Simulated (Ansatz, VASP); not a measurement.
One calculation of BC5, two programs

The input INCAR:

```
  PREC = Accurate
  ENCUT = 520
  EDIFF = 1E-7
  ISMEAR = -1
  SIGMA = 0.1
  LREAL = F
  LASPH = T
  NELM = 80
  ALGO = Normal
  ISIF = 2
  LWAVE = F
  LCHARG = F
  GGA = PE
  NBANDS = 20
```

The input KPOINTS:

```
Automatic mesh
0
Gamma
  5 5 2
```

The input POSCAR:

```
BC5
1.0
    2.5515510000      0.0000000000      0.0000000000
   -1.2757755000      2.2097079851      0.0000000000
    0.0000000000      0.0000000000      6.3996570000
B C
1 5
Direct
    0.3333330000      0.6666670000      0.0075860000
    0.3333330000      0.6666670000      0.2595110000
    0.6666670000      0.3333330000      0.3390330000
    0.0000000000      0.0000000000      0.6645630000
    0.6666670000      0.3333330000      0.5813640000
    0.0000000000      0.0000000000      0.8989420000
```

Input for Ansatz:

```yaml
crystal:
  lattice:
    - [2.551551, 0.0, 0.0]
    - [-1.2757754999999993, 2.209707985051588, 0.0]
    - [0.0, 0.0, 6.399657]
  atoms:
    - { symbol: B, position: [0.333333, 0.666667, 0.007585999999999998] }
    - { symbol: C, position: [0.333333, 0.666667, 0.259511] }
    - { symbol: C, position: [0.666667, 0.333333, 0.339033] }
    - { symbol: C, position: [0.0, 0.0, 0.664563] }
    - { symbol: C, position: [0.666667, 0.333333, 0.581364] }
    - { symbol: C, position: [0.0, 0.0, 0.8989419999999999] }
basis:
  ecutwfc: 470.0
kpoints:
  mp_grid:
    grid: [5, 5, 2]
hamiltonian:
  xc: pbe
scf:
  occupations:
    method: fermi_dirac
output:
  stress: true
```

Alike in both runs: task single point; functional PBE; k mesh 5 × 5 × 2; no spin polarisation.

|  | VASP | Ansatz |
| --- | --- | --- |
| version | VASP 6.6.1 | Ansatz 0.2.0 |
| potentials or method | VASP PAW PBE potentials, release 64 (B, C), cutoff 520 eV | plane waves, PAW |
| occupations | fermi-dirac, width 0.1 eV | fermi-dirac |
| valence electrons in the cell | 23 | 23 |

|  | VASP | Ansatz | Ansatz less VASP |
| --- | --- | --- | --- |
| pressure (GPa) | -0.1 | -0.6 | -0.46 |
| traceless stress, the component that is largest in VASP (GPa) | 0.01 | -0.06 | -0.074 |

Ansatz's warnings: structure snapped to symmetry.

The k mesh is coarse, so the values compare programs but aren't converged.
